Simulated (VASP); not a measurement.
Runs of VASP 6.6.1 on MgO. The structure is that of space group P3m1 (No. 156), or close to it. The cells are those of the table. 

```tsv
cell	gap on the mesh (eV)	pressure (GPa)	largest force (eV/Å)
a = 2.981, b = 2.981, c = 15.402 Å, angles 90.0, 90.0, 60.0°, 12 atoms	(a)	-3.6	3.51
a = 2.981, b = 2.981, c = 16.102 Å, angles 90.0, 90.0, 60.0°, 12 atoms	none	(b)	1.89
a = 2.981, b = 2.981, c = 14.952 Å, angles 90.0, 90.0, 60.0°, 12 atoms	2.88	-3.1	2.55
a = 2.981, b = 2.981, c = 17.402 Å, angles 90.0, 90.0, 60.0°, 12 atoms	none	-0.7	1.28
```

Alike in all rows: task single point; level PBEsol; potentials or basis VASP PAW PBE potentials, release 64 (Mg, O); no spin polarisation; k mesh 9 × 9 × 2; cutoff (eV) 520; smearing gaussian 0.05 eV.

Problem. Fill in the values left out.

Solution. (a) 0.37; (b) -1.7.

Caveats: the PAW data sets were made with another functional, which shifts forces and pressure a little; semilocal functionals underestimate gaps, and a narrow one can read as zero (at least some runs); the cell stands under tension (at least some runs).

A k mesh can miss the band edges.

A gap of «none» marks levels without a gap at the run's occupations.
